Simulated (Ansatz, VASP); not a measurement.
One calculation of BeCd3S2, two programs

The input INCAR:

```
PREC = Accurate ; ENCUT = 520
EDIFF = 1E-6 ; ISMEAR = 0
SIGMA = 0.1 ; LREAL = F
LASPH = T ; NELM = 80
ALGO = Normal ; ISIF = 2
LWAVE = F ; LCHARG = F
GGA = PE ; NBANDS = 34
```

The input KPOINTS:

```
regular mesh
0
Gamma
  4 4 4
```

File POSCAR:

```
BeCd3S2
1.0
   -2.7309848000      2.7309848000      4.7256702300
    2.7309848000     -2.7309848000      4.7256702300
    2.7309848000      2.7309848000     -4.7256702300
Be Cd S
1 3 2
Direct
    0.0000000000      0.0000000000      0.0000000000
    0.5000000000      0.5000000000      0.0000000000
    0.5000000000      0.0000000000      0.5000000000
    0.0000000000      0.5000000000      0.5000000000
    0.7500000000      0.2500000000      0.5000000000
    0.2500000000      0.7500000000      0.5000000000
```

Input for Ansatz:

```yaml
crystal:
  lattice:
    - [-2.7309848, 2.7309848, 4.72567023]
    - [2.7309848, -2.7309848, 4.72567023]
    - [2.7309848, 2.7309848, -4.72567023]
  atoms:
    - { symbol: Be, position: [0.0, 0.0, 0.0] }
    - { symbol: Cd, position: [0.5, 0.5, 0.0] }
    - { symbol: Cd, position: [0.5, 0.0, 0.5] }
    - { symbol: Cd, position: [0.0, 0.5, 0.5] }
    - { symbol: S, position: [0.75, 0.25, 0.5] }
    - { symbol: S, position: [0.25, 0.75, 0.5] }
basis:
  ecutwfc: 420
kpoints:
  mp_grid: { grid: [4, 4, 4] }
hamiltonian:
  xc: pbe
scf:
  occupations: { method: gaussian, width: 0.1 }
  lower_state_search: "off"
output:
  forces: true
  stress: true
  eigenvalues: true
```

Alike in both runs: task single point; functional PBE; k mesh 4 × 4 × 4; occupations gaussian, width 0.1 eV; no spin polarisation.

|  | VASP | Ansatz |
| --- | --- | --- |
| version | VASP 6.6.1 | Ansatz 0.2.0 |
| potentials or method | VASP PAW PBE potentials, release 64 (Be, Cd, S), cutoff 520 eV | scalar-relativistic, plane waves, PAW |
| valence electrons in the cell | 50 | 74 |

|  | VASP | Ansatz | Ansatz less VASP |
| --- | --- | --- | --- |
| gap on the k mesh at the Fermi level (eV) | none | none | - |
| pressure (GPa) | 5.1 | 4.7 | -0.41 |
| traceless stress, the component that is largest in VASP (GPa) | 2.33 | 1.98 | -0.354 |

A gap of «none» marks a metal or a gap that the smearing closes. VASP's potentials hold 50 valence electrons a cell and Ansatz's 74, so a difference there can come from the potentials and not from the codes.

The k mesh is coarse, so the values compare programs but aren't converged.
